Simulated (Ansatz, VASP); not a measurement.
# Two plane-wave programs on CdS

Contents of INCAR:

```
PREC = Accurate ; ENCUT = 500
EDIFF = 1E-6 ; ISMEAR = -1
SIGMA = 0.05 ; LREAL = F
LASPH = T ; NELM = 120
ALGO = Normal ; ISIF = 2
LWAVE = F ; LCHARG = T
LELF = T ; LVHAR = T
NBANDS = 16 ; GGA_COMPAT = F
```

Contents of KPOINTS:

```
regular mesh
0
Gamma
  6 6 6
```

The input POSCAR:

```
CdS
1.0
    0.0000000000      2.7759991146      2.7759991146
    2.7759991146      0.0000000000      2.7759991146
    2.7759991146      2.7759991146      0.0000000000
Cd S
1 1
Direct
    0.0000000000      0.0000000000      0.0000000000
    0.5000000000      0.5000000000      0.5000000000
```

Input for Ansatz:

```yaml
crystal:
  lattice:
    - [0.0, 2.7759991145580973, 2.7759991145580973]
    - [2.7759991145580973, 0.0, 2.7759991145580973]
    - [2.7759991145580973, 2.7759991145580973, 0.0]
  atoms:
    - { symbol: Cd, position: [0.0, 0.0, 0.0] }
    - { symbol: S, position: [0.5, 0.5, 0.5] }
basis:
  ecutwfc: 470.0
kpoints:
  mp_grid:
    grid: [6, 6, 6]
hamiltonian:
  xc: lda
  pseudopotentials:
    kind: paw
scf:
  occupations:
    method: fermi_dirac
    width: 0.05
output:
  stress: true
```

Alike in both runs: task single point; functional LDA; k mesh 6 × 6 × 6; occupations fermi-dirac, width 0.05 eV; no spin polarisation.

```csv
,VASP,Ansatz
version,VASP 6.6.1,Ansatz 0.2.0
potentials or method,"VASP PAW LDA potentials, release 64 (Cd, S), cutoff 500 eV","plane waves, PAW"
valence electrons in the cell,18,26
```

```tsv
	VASP	Ansatz	Ansatz less VASP
pressure (GPa)	-7.7	-8.2	-0.43
```

LDA's correlation is that of Perdew and Zunger in VASP and of Perdew and Wang (1992) in Ansatz. VASP's potentials hold 18 valence electrons a cell and Ansatz's 26, so a difference there can come from the potentials and not from the codes.
